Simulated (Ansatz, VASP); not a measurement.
# BeZn2TeS2 in VASP and in Ansatz

Contents of INCAR:

```
  PREC = Accurate
  ENCUT = 600
  EDIFF = 1E-7
  ISMEAR = 0
  SIGMA = 0.1
  LREAL = False
  LASPH = True
  NELM = 100
  ALGO = Normal
  ISIF = 3
  LWAVE = False
  LCHARG = False
  GGA = PE
  IBRION = 2
  NSW = 100
  EDIFFG = -0.01
  LUSENCCL = False
```

File KPOINTS:

```
Automatic mesh
0
Gamma
  8 8 8
```

The input POSCAR:

```
BeZn2TeS2
1.0
    5.4534752973      0.0000000000      0.0000000000
    0.0000000000      5.4534752973      0.0000000000
    0.0000000000      0.0000000000      4.5346652139
Be Zn Te S
1 2 1 2
Direct
    0.0000000000      0.0000000000      0.0000000000
    0.0000000000      0.5000000000      0.0000000000
    0.5000000000      0.0000000000      0.0000000000
    0.5000000000      0.5000000000      0.0000000000
    0.0000000000      0.5000000000      0.5000000000
    0.5000000000      0.0000000000      0.5000000000
```

Input for Ansatz:

```yaml
crystal:
  lattice:
    - [5.4534752973, 0.0, 0.0]
    - [0.0, 5.4534752973, 0.0]
    - [0.0, 0.0, 4.5346652139]
  atoms:
    - { symbol: Be, position: [0.0, 0.0, 0.0] }
    - { symbol: Zn, position: [0.0, 0.5, 0.0] }
    - { symbol: Zn, position: [0.5, 0.0, 0.0] }
    - { symbol: Te, position: [0.5, 0.5, 0.0] }
    - { symbol: S, position: [0.0, 0.5, 0.5] }
    - { symbol: S, position: [0.5, 0.0, 0.5] }
basis:
  ecutwfc: 420
kpoints:
  mp_grid: { grid: [8, 8, 8] }
hamiltonian:
  xc: pbe
scf:
  occupations: { method: gaussian, width: 0.1 }
output:
  forces: true
  stress: true
  eigenvalues: true
relax:
  adjacent_minimum: "off"
  f_tol: 0.01
  max_steps: 80
  cell: { stress_tol: 0.05 }
```

Alike in both runs: task relaxation of cell and atoms; functional PBE; k mesh 8 × 8 × 8; occupations gaussian, width 0.1 eV; no spin polarisation.

```csv
,VASP,Ansatz
version,VASP 6.6.1,Ansatz 0.2.0
potentials or method,"VASP PAW PBE potentials, release 64 (Be, Zn, Te, S), cutoff 600 eV","scalar-relativistic, plane waves, PAW"
valence electrons in the cell,44,54
```

Ansatz gave:

- gap on the k mesh at the Fermi level, each at its own relaxed structure (eV): none
- relaxed volume (Å³/atom): 22.69
- relaxed length of the cell vector where the two differ most in proportion (Å): 4.523

Task: Which values does VASP return?

Result: gap on the k mesh at the Fermi level, each at its own relaxed structure (eV): none; relaxed volume (Å³/atom): 22.72; relaxed length of the cell vector where the two differ most in proportion (Å): 4.530.

A gap of «none» marks a metal or a gap that the smearing closes. VASP's potentials hold 44 valence electrons a cell and Ansatz's 54, so a difference there can come from the potentials and not from the codes.

Spin-orbit coupling is off throughout.
